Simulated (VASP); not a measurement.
Here is a VASP 6.6.1 calculation.

INCAR

```
SYSTEM = MoS2
ALGO     = Normal         ! electronic algorithm
EDIFF    = 1E-6           ! SCF threshold, eV
ENCUT    = 520            ! plane-wave cutoff, eV
GGA      = PS             ! functional
GGA_COMPAT= .False.      
ISIF     = 2              ! what is computed and relaxed
ISMEAR   = -1             ! smearing method
LASPH    = .True.         ! aspherical terms in the spheres
LCHARG   = .True.         ! write CHGCAR
LMAXMIX  = 4              ! l up to which the mixer works
LORBIT   = 11             ! projections on sites
LORBMOM  = .True.       
LREAL    = .False.        ! projectors in reciprocal space
LSORBIT  = .True.         ! spin-orbit coupling
LVHAR    = .True.       
LWAVE    = .False.        ! write WAVECAR
MAGMOM   = 0 0 0 0 0 0 0 0 0 ! initial moments
NBANDS   = 39             ! bands
NELM     = 150            ! most SCF steps
PREC     = Accurate       ! precision mode
SIGMA    = 0.05           ! smearing width, eV
```

KPOINTS

```
k-points
0
Gamma
  7 7 3
  0 0 0
```

File POSCAR:

```
MoS2
1.0
    3.2274645616      0.0000000000      0.0000000000
   -1.6137322808      2.7950663001      0.0000000000
    0.0000000000      0.0000000000      6.3124734200
Mo S
1 2
Direct
    0.0000000000      0.0000000000      0.5000000000
    0.6666666667      0.3333333333      0.7446806800
    0.3333333333      0.6666666667      0.2553193200
```

Potentials or basis: VASP PAW PBE potentials, release 64 (Mo_sv, S).

Command:

```bash
$ cat potpaw_PBE.64/Mo_sv/POTCAR potpaw_PBE.64/S/POTCAR > POTCAR
$ mpirun -np 1 vasp_ncl > vasp.out
```

Task: Estimate the largest force.

Result: 0.009 eV/Å.

Task: Predict the net moment.

Result: 0.00 μB per cell.

Task: Estimate the pressure.

Result: -3.2 GPa.

Stress tensor (GPa, compression positive):
```
-4.31  0.00  0.00
 0.00 -4.31  0.00
 0.00  0.00 -0.89
```

Caveat: the cell stands under tension; the PAW data sets were made with another functional, which shifts forces and pressure a little; this functional lacks dispersion, which binds the layers, so the pressure and a relaxed spacing across them are unreliable.
